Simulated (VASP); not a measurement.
# TiSnTe3: single point with PBE

Crystal: TiSnTe3.

```
Ti Sn Te
1.0
     5.34710    0.00000    0.00000
     0.00000    5.34710    0.00000
     0.00000    0.00000    5.34710
Ti Sn Te
1 1 3
Direct
  0.50000 0.50000 0.50000
  0.00000 0.00000 0.00000
  0.50000 0.50000 0.00000
  0.00000 0.50000 0.50000
  0.50000 0.00000 0.50000
```

The cell was generated, and may not be a known phase.

| Property | Result |
| --- | --- |
| Program | VASP 6.6.1 |
| Task | single point |
| Functional | PBE |
| Potentials or basis | VASP PAW PBE potentials, release 64 (Ti_sv, Sn_d, Te) |
| Cutoff | 520 eV |
| k mesh | 4 × 4 × 4 |
| Occupations | gaussian, width 0.1 eV |
| Spin | no spin polarisation |

```json
{
  "Pressure": "0.9 GPa",
  "Band gap on the k mesh": "zero (bands 22 and 23 overlap by 0.78 eV)"
}
```

Levels at points of the mesh, in eV from the Fermi level:
```tsv
k point	band 19	band 20	band 21	band 22	band 23	band 24	band 25	band 26
(0.00, 0.00, 0.00)	-0.83	-0.48	-0.48	-0.48	-0.12	-0.12	-0.12	1.04
(0.50, 0.00, 0.00)	-1.51	-1.07	-0.17	-0.17	-0.08	0.00	0.75	0.75
(0.50, 0.50, 0.00)	-2.47	-2.36	-2.36	0.03	0.80	1.41	1.42	1.42
(0.50, 0.50, 0.50)	-2.82	0.66	0.66	0.66	0.85	0.85	0.85	3.32
```

Run time: 32 s on 1 thread of Intel(R) Xeon(R) Platinum 8488C (Sapphire Rapids) (shared host), peak memory 0.26 GiB.

Caveat: spin-orbit coupling is left out, which moves the levels of the heavy elements.
